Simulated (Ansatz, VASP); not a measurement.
## Mo: VASP beside Ansatz

File INCAR:

```
SYSTEM = Mo
ALGO = Fast
EDIFF = 1E-6
ENCUT = 520
GGA = RP
ISIF = 2
ISMEAR = -1
IVDW = 13
LASPH = .True.
LCHARG = .True.
LELF = .True.
LREAL = .False.
LVHAR = .True.
LWAVE = .False.
NBANDS = 13
NELM = 60
PREC = Accurate
SIGMA = 0.05
```

File KPOINTS:

```
k-points
0
Gamma
  12 12 12
  0 0 0
```

POSCAR

```
Mo
1.0
   -1.6046509537      1.6046509537      1.6046509537
    1.6046509537     -1.6046509537      1.6046509537
    1.6046509537      1.6046509537     -1.6046509537
Mo
1
Direct
    0.0000000000      0.0000000000      0.0000000000
```

Contents of input.yaml:

```yaml
crystal:
  lattice:
    - [-1.6046509537, 1.6046509537, 1.6046509537]
    - [1.6046509537, -1.6046509537, 1.6046509537]
    - [1.6046509537, 1.6046509537, -1.6046509537]
  atoms:
    - { symbol: Mo, position: [0.0, 0.0, 0.0] }
hamiltonian:
  xc: rpbe
  pseudopotentials: { kind: paw }
  dispersion: d4
kpoints:
  mp_grid: { grid: [12, 12, 12] }
scf:
  occupations: { method: fermi_dirac, width: 0.05 }
output:
  forces: true
  stress: true
  eigenvalues: true
```

Alike in both runs: task single point; functional RPBE; dispersion D4; k mesh 12 × 12 × 12; occupations fermi-dirac, width 0.05 eV; no spin polarisation.

|  | VASP | Ansatz |
| --- | --- | --- |
| version | VASP 6.6.1 | Ansatz 0.2.0 |
| potentials or method | VASP PAW PBE potentials, release 64 (Mo_sv) | Ansatz PAW |
| plane-wave cutoff (eV) | 520 | 420 |
| valence electrons in the cell | 14 | 14 |

```tsv
	VASP	Ansatz	Ansatz less VASP
gap on the k mesh at the Fermi level (eV)	none	none	-
pressure (GPa)	-17.0	-17.4	-0.39
```

VASP's potentials were made for PBE, not for RPBE. A gap of «none» marks a metal or a gap that the smearing closes.
